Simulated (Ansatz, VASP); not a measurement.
# Si7Ge: VASP beside Ansatz

The input INCAR:

```
SYSTEM = Si7Ge
PREC = Accurate
ENCUT = 520
EDIFF = 1E-6
ISMEAR = 0
SIGMA = 0.03
LREAL = .False.
LASPH = .True.
NELM = 100
ALGO = Normal
ISIF = 2
LWAVE = .False.
LCHARG = .False.
GGA = PS
NBANDS = 31
```

File KPOINTS:

```
regular mesh
0
Gamma
  6 6 6
  0 0 0
```

The input POSCAR:

```
Si7Ge
1.0
    5.7321356505      0.0000000000      0.0000000000
    0.0000000000      5.7321356505      0.0000000000
    0.0000000000      0.0000000000      5.5956562302
Si Ge
7 1
Direct
    0.2525976818      0.2525976818      0.2525976818
    0.0000000000      0.5000000000      0.5000000000
    0.5000000000      0.5000000000      0.0000000000
    0.5000000000      0.0000000000      0.5000000000
    0.7474023182      0.2525976818      0.7474023182
    0.7474023182      0.7474023182      0.2525976818
    0.2525976818      0.7474023182      0.7474023182
    0.0000000000      0.0000000000      0.0000000000
```

Input for Ansatz:

```yaml
crystal:
  lattice:
    - [5.7321356505, 0.0, 0.0]
    - [0.0, 5.7321356505, 0.0]
    - [0.0, 0.0, 5.5956562302]
  atoms:
    - { symbol: Si, position: [0.2525976818, 0.2525976818, 0.2525976818] }
    - { symbol: Si, position: [0.0, 0.5, 0.5] }
    - { symbol: Si, position: [0.5, 0.5, 0.0] }
    - { symbol: Si, position: [0.5, 0.0, 0.5] }
    - { symbol: Si, position: [0.7474023182, 0.2525976818, 0.7474023182] }
    - { symbol: Si, position: [0.7474023182, 0.7474023182, 0.2525976818] }
    - { symbol: Si, position: [0.2525976818, 0.7474023182, 0.7474023182] }
    - { symbol: Ge, position: [0.0, 0.0, 0.0] }
basis:
  ecutwfc: 420
kpoints:
  mp_grid: { grid: [6, 6, 6] }
hamiltonian:
  xc: pbesol
scf:
  occupations: { method: gaussian, width: 0.03 }
output:
  forces: true
  stress: true
  eigenvalues: true
```

Change from the starting cell: strain +0.050 along x and y, +0.025 along z, atoms carried along.

Alike in both runs: task single point; functional PBEsol; k mesh 6 × 6 × 6; occupations gaussian, width 0.03 eV; no spin polarisation.

|  | VASP | Ansatz |
| --- | --- | --- |
| version | VASP 6.6.1 | Ansatz 0.2.0 |
| potentials or method | VASP PAW PBE potentials, release 64 (Si, Ge_d), cutoff 520 eV | scalar-relativistic, plane waves, PAW |
| valence electrons in the cell | 42 | 42 |

```tsv
	VASP	Ansatz	Ansatz less VASP
gap on the k mesh at the Fermi level (eV)	0.37	0.37	+0.004
least direct gap on the mesh (eV)	0.37	0.37	+0.004
pressure (GPa)	-8.4	-8.5	-0.05
traceless stress, the component that is largest in VASP (GPa)	1.36	1.36	+0.001
rms of the force components (eV/Å)	0.003	0.005	+0.0022
```

VASP's potentials were made for PBE, not for PBEsol. Atom by atom the forces differ by 0.002 eV/Å (rms over components).
